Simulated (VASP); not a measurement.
# In (I4/mmm) in VASP: notebook

Aim: see how the results for In move with the level of theory and the settings. Levels: PBE0, HSE06, PBE-based screened hybrid with 25 % exact exchange. Tasks: single point.

Everything below comes from runs of VASP 6.6.1. Logs are shortened: lines on timing, memory, paths and dates and some standing lists are left out, and cuts for length are marked.

### 1 The cell of the first run

It takes space group I4/mmm (No. 139, tetragonal). The conventional cell has a = 3.229 Å, b = 3.229 Å, c = 4.914 Å, α = 90.00°, β = 90.00°, γ = 90.00°. In (site symmetry 4/mmm) has 12 In at 3.23 to 3.35 Å within 4.2 Å.

### 2 Single point, PBE0

POSCAR

```
In
1.0
   -1.6145604767      1.6145604767      2.4570974863
    1.6145604767     -1.6145604767      2.4570974863
    1.6145604767      1.6145604767     -2.4570974863
In
1
Direct
    0.0000000000      0.0000000000      0.0000000000
```

INCAR.step1

```
SYSTEM = In
ALGO     = Normal         ! electronic algorithm
EDIFF    = 1E-5           ! SCF threshold, eV
ENCUT    = 520            ! plane-wave cutoff, eV
GGA      = PE             ! functional
ISIF     = 2              ! what is computed and relaxed
ISMEAR   = -1             ! smearing method
LASPH    = .TRUE.         ! aspherical terms in the spheres
LCHARG   = .FALSE.        ! write CHGCAR
LREAL    = .FALSE.        ! projectors in reciprocal space
LWAVE    = .TRUE.         ! write WAVECAR
NBANDS   = 12             ! bands
NELM     = 100            ! most SCF steps
PREC     = Accurate       ! precision mode
SIGMA    = 0.05           ! smearing width, eV
```

INCAR.step2

```
SYSTEM = In
AEXX     = 0.25           ! exact-exchange fraction
ALGO     = Normal         ! electronic algorithm
EDIFF    = 1E-6           ! SCF threshold, eV
ENCUT    = 520            ! plane-wave cutoff, eV
GGA      = PE             ! functional
ISIF     = 2              ! what is computed and relaxed
ISMEAR   = -1             ! smearing method
ISTART   = 1            
LASPH    = .TRUE.         ! aspherical terms in the spheres
LCHARG   = .FALSE.        ! write CHGCAR
LHFCALC  = .TRUE.         ! exact exchange
LREAL    = .FALSE.        ! projectors in reciprocal space
LWAVE    = .FALSE.        ! write WAVECAR
NBANDS   = 12             ! bands
NELM     = 100            ! most SCF steps
PREC     = Accurate       ! precision mode
PRECFOCK = Normal       
SIGMA    = 0.05           ! smearing width, eV
```

KPOINTS

```
k-points
0
G
  6 6 6
  0 0 0
```

Potentials or basis: VASP PAW PBE potentials, release 64 (In_d).

Launch:

```console
$ cat potpaw_PBE.64/In_d/POTCAR > POTCAR
$ cp INCAR.step1 INCAR
$ mpirun -np 1 vasp_std > vasp.out
$ cp INCAR.step2 INCAR
$ mpirun -np 1 vasp_std > vasp.out
```

OUTCAR:

```text
SYSTEM = In
   AEXX = 0.25
   EDIFF = 1E-6
   ENCUT = 520
   GGA = PE
   ISIF = 2
   ISMEAR = -1
   ISTART = 1
   LASPH = .TRUE.
   LHFCALC = .TRUE.
   LREAL = .FALSE.
   NELM = 100
   PREC = Accurate
   PRECFOCK = Normal

 ion  position               nearest neighbor table
   1  0.000  0.000  0.000-

  LATTYP: Found a body centered tetragonal cell.
 ALAT       =     3.2291209534
 C/A-ratio  =     1.5218367610

  Lattice vectors:

 A1 = (  -1.6145604767,   1.6145604767,   2.4570974863)
 A2 = (   1.6145604767,  -1.6145604767,   2.4570974863)
 A3 = (   1.6145604767,   1.6145604767,  -2.4570974863)

Analysis of symmetry for initial positions (statically):
=====================================================================
 Subroutine PRICEL returns:
 Original cell was already a primitive cell.

 Routine SETGRP: Setting up the symmetry group for a
 body centered tetragonal supercell.

 Subroutine GETGRP returns: Found 16 space group operations
 (whereof 16 operations were pure point group operations)
 out of a pool of 16 trial point group operations.

The static configuration has the point symmetry D_4h.

Analysis of symmetry for dynamics (positions and initial velocities):
=====================================================================
 Subroutine PRICEL returns:
 Original cell was already a primitive cell.

 Routine SETGRP: Setting up the symmetry group for a
 body centered tetragonal supercell.

 Subroutine GETGRP returns: Found 16 space group operations
 (whereof 16 operations were pure point group operations)
 out of a pool of 16 trial point group operations.

The dynamic configuration has the point symmetry D_4h.

 Subroutine INISYM returns: Found 16 space group operations
 (whereof 16 operations are pure point group operations),
 and found     1 'primitive' translations

----------------------------------------------------------------------------------------

                                     Primitive cell

  volume of cell :      25.6207

  direct lattice vectors                    reciprocal lattice vectors
    -1.614560477  1.614560477  2.457097486     0.000000000  0.309681803  0.203492130
     1.614560477 -1.614560477  2.457097486     0.309681803  0.000000000  0.203492130
     1.614560477  1.614560477 -2.457097486     0.309681803  0.309681803  0.000000000

  length of vectors
     3.354241960  3.354241960  3.354241960     0.370556158  0.370556158  0.437956206

  position of ions in fractional coordinates (direct lattice)
     0.000000000  0.000000000  0.000000000

  ion indices of the primitive-cell ions
   primitive index   ion index
                 1           1

----------------------------------------------------------------------------------------

 KPOINTS: k-points

Automatic generation of k-mesh.
 Grid dimensions read from file:
 generate k-points for:    6    6    6

 Generating k-lattice:

  Cartesian coordinates                     Fractional coordinates (reciprocal lattice)
     0.000000000  0.051613634  0.033915355     0.166666667 -0.000000000  0.000000000
     0.051613634  0.000000000  0.033915355    -0.000000000  0.166666667  0.000000000
     0.051613634  0.051613634  0.000000000     0.000000000  0.000000000  0.166666667

  Length of vectors
     0.061759360  0.061759360  0.072992701

  Shift w.r.t. Gamma in fractional coordinates (k-lattice)
     0.000000000  0.000000000  0.000000000

 Subroutine IBZKPT returns following result:
 ===========================================

 Found     30 irreducible k-points:

 Following reciprocal coordinates:
            Coordinates               Weight
  0.000000  0.000000  0.000000      1.000000
  0.166667  0.000000  0.000000      8.000000
  0.333333 -0.000000  0.000000      8.000000
  0.500000  0.000000  0.000000      4.000000
  0.166667  0.166667  0.000000      8.000000
  0.333333  0.166667  0.000000     16.000000
[... 16 lines left out ...]
 -0.333333 -0.333333  0.166667      8.000000
 -0.166667 -0.333333  0.166667      8.000000
 [... further k-points ...]
   k-points           NKPTS =     30   k-points in BZ     NKDIM =    216   number of bands    NBANDS=     12
   number of dos      NEDOS =    301   number of ions     NIONS =      1
   total plane-waves  NPLWV =  21952
   dimension x,y,z NGX =    28 NGY =   28 NGZ =   28
   dimension x,y,z NGXF=    56 NGYF=   56 NGZF=   56
   ions per type =               1
   NGX,Y,Z   is equivalent  to a cutoff of  13.88, 13.88, 13.88 a.u.
   NGXF,Y,Z  is equivalent  to a cutoff of  27.76, 27.76, 27.76 a.u.
 SYSTEM =  In
   PREC   = accura    normal or accurate (medium, high low for compatibility)
   ISTART =      1    job   : 0-new  1-cont  2-samecut
   ICHARG =      0    charge: 1-file 2-atom 10-const
   ISPIN  =      1    spin polarized calculation?
   LNONCOLLINEAR =      F non collinear calculations
   LSORBIT =      F    spin-orbit coupling
   LASPH  =      T    aspherical Exc in radial PAW
   ENCUT  =  520.0 eV  38.22 Ry    6.18 a.u.   6.24  6.24  6.24*2*pi/ulx,y,z
   NELM   =    100;   NELMIN=  2; NELMDL=  0     # of ELM steps
   EDIFF  = 0.1E-05   stopping-criterion for ELM
   LREAL  =      F    real-space projection
   EDIFFG = 0.1E-04   stopping-criterion for IOM
   NSW    =      0    number of steps for IOM
   IBRION =     -1    ionic relax: 0-MD 1-quasi-New 2-CG
   NFREE  =      0    steps in history (QN), initial steepest desc. (CG)
   ISIF   =      2    stress and relaxation
   ISYM   =      3    0-nonsym 1-usesym 2-fastsym
   POTIM  = 0.5000    time-step for ionic-motion
   TEBEG  =    0.0;   TEEND  =   0.0 temperature during run
   PSTRESS=    0.0 pullay stress
   NELECT =      13.0000    total number of electrons
   NUPDOWN=      -1.0000    fix difference up-down
   EMIN   =  10.00;   EMAX   =-10.00  energy-range for DOS
   EFERMI =   0.00;   METHOD = LEGACY
   ISMEAR =    -1;   SIGMA  =   0.05  broadening in eV -4-tet -1-fermi 0-gaus
   EFERMI_NEDOS =   21; number of points for ismear=-14 and -15
   IALGO  =     38    algorithm
   IMIX   =      1    mixing-type and parameters
     AMIX     =   0.40;   BMIX     =  1.00
     AMIX_MAG =   1.60;   BMIX_MAG =  1.00
  volume/ion in A,a.u.               =      25.62       172.90
  Fermi-wavevector in a.u.,A,eV,Ry     =   1.305747  2.467504 23.197586  1.704975
  Thomas-Fermi vector in A             =   2.436595
   LORBIT       =      0    0 simple, 1 ext, 2 COOP (PROOUT), +10 PAW based schemes
   GGA     = PE    functional components
   LHFCALC =     T    Hartree Fock is set to
   PRECFOCK=normal    Normal, Fast or Accurate (Low or Medium for compatibility)
   ENCUT4O =  -1.0   cutoff for four orbital integrals eV
   NKREDX  =     1    reduce k-point grid by
   NKREDY  =     1    reduce k-point grid by
   NKREDZ  =     1    reduce k-point grid by
   AEXX    =    0.2500 exact exchange contribution
   HFSCREEN=    0.0000 screening length (either q_TF or 0.3 A-1)
   HFSCREENC=   0.0000 screening length for correlation (either q_TF or 0.3 A-1)
   ENCUTFOCK=  -1.0 apply spherical cutoff to Coloumb kernel
   IVDW    =     0    specifies the selected vdW correction
   LEPSILON=     F    determine dielectric tensor
   LRPA    =     F    only Hartree local field effects (RPA)
 non-spin polarized calculation
  energy-cutoff  :      520.00
  volume of cell :       25.62
 maximum number of plane-waves:       717
 NGX is ok and might be reduce to    28
  NGX = 20; NGY = 20; NGZ = 20

 number of electron      13.0000004 magnetization

 Free energy of the ion-electron system (eV)
  ---------------------------------------------------
  ext. energy  EPLUGINS =         0.00000000
  ---------------------------------------------------
  free energy    TOTEN  =        -3.24744825 eV

  energy without entropy =       -3.24605174  energy(sigma->0) =       -3.24675000

 E-fermi :   7.7812     XC(G=0):  -8.1731

 val. band max:        7.2233422851   @ k =   0.3333   0.3333   0.0000
 cond. band min:       7.8784756991   @ k =  -0.3333   0.5000   0.3333
 fundamental gap:      0.6551334140
 Fermi energy:         7.7811861287

 k-point     1 :       0.0000    0.0000    0.0000
  band No.  band energies     occupation
      1      -9.5037      2.00000
      2      -9.3958      2.00000
      3      -9.3958      2.00000
      4      -9.3083      2.00000
      5      -9.1852      2.00000
      6      -3.7019      2.00000
      7      19.8075      0.00000
      8      19.8075      0.00000
      9      20.0053      0.00000
     10      20.4711      0.00000
     11      23.0801      0.00000
     12      23.1755      0.00000

 k-point     2 :       0.1667    0.0000    0.0000
  band No.  band energies     occupation
      1      -9.4727      2.00000
      2      -9.4048      2.00000
      3      -9.3575      2.00000
      4      -9.2829      2.00000
      5      -9.1969      2.00000
      6      -2.9988      2.00000
      7      14.7440      0.00000
      8      18.6732      0.00000
      9      19.1626      0.00000
     10      20.3029      0.00000
     11      22.5006      0.00000
     12      24.7428      0.00000

 k-point     3 :       0.3333   -0.0000    0.0000
  band No.  band energies     occupation
      1      -9.4850      2.00000
      2      -9.4489      2.00000
      3      -9.3512      2.00000
      4      -9.1485      2.00000
      5      -9.1444      2.00000
      6      -0.8336      2.00000
      7       8.6391      0.00000
      8      17.1673      0.00000
      9      18.5102      0.00000
     10      20.1175      0.00000
     11      20.9184      0.00000
     12      23.1975      0.00000
[... 286 lines left out ...]
 k-point    23 :      -0.3333   -0.3333    0.1667
  band No.  band energies     occupation
      1      -9.5071      2.00000
      2      -9.4417      2.00000
      3      -9.2690      2.00000
      4      -9.1558      2.00000
      5      -9.1378      2.00000
      6       0.7883      2.00000
      7      10.4348      0.00000
      8      10.9470      0.00000
      9      12.5766      0.00000
     10      21.6201      0.00000
     11      21.7628      0.00000
     12      24.7387      0.00000

 k-point    24 :      -0.1667   -0.3333    0.1667
  band No.  band energies     occupation
      1      -9.5489      2.00000
      2      -9.4117      2.00000
      3      -9.2682      2.00000
      4      -9.2445      2.00000
      5      -9.1180      2.00000
      6      -1.2581      2.00000
      7      11.4601      0.00000
      8      14.7660      0.00000
      9      16.0287      0.00000
     10      18.3711      0.00000
     11      22.1235      0.00000
     12      25.4894      0.00000

 [... further k-points ...]

------------------------ aborting loop because EDIFF is reached ----------------------------------------

  FORCE on cell =-STRESS in cart. coord.  units (eV):
  Direction    XX          YY          ZZ          XY          YZ          ZX
  --------------------------------------------------------------------------------------
  -------------------------------------------------------------------------------------
  Total        0.2146487      0.2146487     -0.5213186      0.0000000      0.0000000      0.0000000
  in kB       13.4229439     13.4229439    -32.6003910      0.0000000      0.0000000      0.0000000
  external PRESSURE =      -1.9181677 kB  Pullay stress =       0.0000000 kB

 VOLUME and BASIS-vectors are now :
 -----------------------------------------------------------------------------
  energy-cutoff  :      520.00
  volume of cell :       25.62
      direct lattice vectors                 reciprocal lattice vectors
    -1.614560477  1.614560477  2.457097486     0.000000000  0.309681803  0.203492130
     1.614560477 -1.614560477  2.457097486     0.309681803  0.000000000  0.203492130
     1.614560477  1.614560477 -2.457097486     0.309681803  0.309681803  0.000000000

 POSITION                                       TOTAL-FORCE (eV/Angst)
 -----------------------------------------------------------------------------------
      0.00000      0.00000      0.00000        -0.000000      0.000000      0.000000
 -----------------------------------------------------------------------------------
    total drift:                                0.000000     -0.000000      0.000000

  FREE ENERGIE OF THE ION-ELECTRON SYSTEM (eV)
  ---------------------------------------------------
  free  energy   TOTEN  =        -3.2474482480 eV

  energy  without entropy=       -3.2460517448  energy(sigma->0) =       -3.24675000
```

Wall time 29 min (1 thread of Intel Xeon Platinum 8259CL at 2.50GHz (Skylake/Cascade Lake), shared host); peak memory 0.17 GiB.

Results:

- Free energy: -3.2474 eV
- Pressure: -0.2 GPa
- Band gap on the k mesh: zero (an odd number of electrons rules out a gap without spin polarisation)

Stress tensor (GPa, compression positive):
```
 1.34  0.00  0.00
 0.00  1.34  0.00
 0.00  0.00 -3.26
```

Levels at points of the mesh, in eV from the Fermi level:
| k point | band 4 | band 5 | band 6 | band 7 | band 8 | band 9 |
| --- | --- | --- | --- | --- | --- | --- |
| (0.00, 0.00, 0.00) | -17.09 | -16.97 | -11.48 | 12.03 | 12.03 | 12.22 |
| (0.50, 0.00, 0.00) | -16.88 | -16.84 | -5.30 | -4.44 | 8.79 | 10.55 |
| (0.50, 0.50, 0.00) | -16.86 | -16.76 | -2.75 | -1.99 | 4.36 | 4.83 |
| (0.50, 0.50, 0.50) | -16.83 | -16.83 | -3.54 | -3.49 | 5.66 | 5.66 |

Caveat: the k points lie up to 0.39 Å⁻¹ apart, too coarse for converged energies and pressures of a metal; the PAW data sets were made with another functional, which shifts forces and pressure a little; spin-orbit coupling is left out, which moves the levels of the heavy elements.

[end of part 1 of 2]
